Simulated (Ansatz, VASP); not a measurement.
# B in VASP and in Ansatz

```
B
1.0
     0.00000    1.41751    1.41751
     1.41751    0.00000    1.41751
     1.41751    1.41751    0.00000
B
1
Direct
  0.00000 0.00000 0.00000
```

Alike in both runs: functional LDA; k mesh 18 × 18 × 18; occupations fermi-dirac, width 0.1 eV; no spin polarisation.

Ansatz relaxed the structure, and its values are those at the end. VASP's run is a single point on that final structure, the one shown.

|  | VASP | Ansatz |
| --- | --- | --- |
| version | VASP 6.6.1 | Ansatz 0.2.0 |
| potentials or method | VASP PAW LDA potentials, release 64 (B), cutoff 520 eV | plane waves (420 eV) with PAW, scalar-relativistic |
| valence electrons in the cell | 3 | 3 |

|  | VASP | Ansatz | Ansatz less VASP |
| --- | --- | --- | --- |
| pressure (GPa) | 0.4 | 0.0 | -0.43 |

Ansatz warns that its potentials were made for another functional, while VASP's fit it. LDA's correlation is that of Perdew and Zunger in VASP and of Perdew and Wang (1992) in Ansatz.
